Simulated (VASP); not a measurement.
A run of VASP 6.6.1 is set up as follows.

INCAR

```
SYSTEM = SiC
PREC = Accurate
ENCUT = 600
EDIFF = 1E-6
ISMEAR = -1
SIGMA = 0.08
LREAL = .FALSE.
LASPH = .TRUE.
NELM = 100
ALGO = Normal
ISIF = 3
LWAVE = .FALSE.
LCHARG = .FALSE.
GGA = PE
IBRION = 2
NSW = 60
EDIFFG = -0.005
PSTRESS = -1.7999999999999998
```

File KPOINTS:

```
Automatic mesh
0
G
  12 12 7
  0 0 0
```

The input POSCAR:

```
SiC
1.0
    2.9198087901      0.0000000000      0.0000000000
   -1.4599043951      2.5286285864      0.0000000000
    0.0000000000      0.0000000000      4.5257036247
Si C
2 2
Direct
    0.0000000000      0.0000000000      0.0000000000
    0.0000000000      0.0000000000      0.5000000000
    0.3333333333      0.6666666667      0.2500000000
    0.6666666667      0.3333333333      0.7500000000
```

Potentials or basis: VASP PAW PBE potentials, release 64 (Si, C).

Run with:

```bash
$ cat potpaw_PBE.64/Si/POTCAR potpaw_PBE.64/C/POTCAR > POTCAR
$ mpirun -np 1 vasp_std > vasp.out
```

Question: Predict the space group after relaxing (to 0.05 Å).

Answer: P6_3/mmc (No. 194).

Question: Estimate the band gap on the k mesh.

Answer: Zero (band 8 reaches 11.91 eV, above the bottom of band 9 at 10.37 eV).

The path:
| step | energy change (eV) | largest force (eV/Å) | pressure (GPa) | volume (Å³) |
| --- | --- | --- | --- | --- |
| 1 | 0.0000 | 0.0000 | 7.32 | 33.41 |
| 2 | -0.0152 | 0.0000 | -8.32 | 35.15 |
| 3 | -0.2421 | 0.0000 | -2.52 | 34.33 |
| 4 | -0.2421 | 0.0000 | -2.37 | 34.31 |
| 5 | -0.2445 | 0.0000 | 1.17 | 33.79 |
| 6 | -0.2451 | 0.0000 | -0.13 | 33.98 |
| 7 | -0.2451 | 0.0000 | -0.17 | 33.99 |
| 8 | -0.2451 | 0.0000 | -0.22 | 33.99 |

Caveat: the cell is relaxed towards a set pressure, so the enthalpy falls and the energy may rise.
